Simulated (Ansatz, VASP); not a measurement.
# GeIrRu3: VASP beside Ansatz

```
Ge Ru Ir
1.0
     4.41878    0.00000    0.00000
     0.00000    4.41878    0.00000
     0.00000    0.00000    4.41878
Ge Ru Ir
1 3 1
Direct
  0.50000 0.50000 0.50000
  0.00000 0.50000 0.50000
  0.50000 0.00000 0.50000
  0.50000 0.50000 0.00000
  0.00000 0.00000 0.00000
```

Change from the starting cell: species swapped into the RbHgF3 type (Pm-3m, No. 221).

Alike in both runs: functional PBE; k mesh 8 × 8 × 8; occupations gaussian, width 0.1 eV; no spin polarisation.

Ansatz relaxed the structure, and its values are those at the end. VASP's run is a single point on that final structure, the one shown.

|  | VASP | Ansatz |
| --- | --- | --- |
| version | VASP 6.6.1 | Ansatz 0.2.0 |
| potentials or method | VASP PAW PBE potentials, release 64 (Ge_d, Ru_pv, Ir), cutoff 520 eV | scalar-relativistic, plane waves, PAW |
| valence electrons in the cell | 65 | 79 |

```csv
,VASP,Ansatz,Ansatz less VASP
gap on the k mesh at the Fermi level (eV),none,none,-
pressure (GPa),0.3,0.0,-0.31
```

A gap of «none» marks a metal or a gap that the smearing closes. VASP's potentials hold 65 valence electrons a cell and Ansatz's 79, so a difference there can come from the potentials and not from the codes.

Spin-orbit coupling is off throughout.
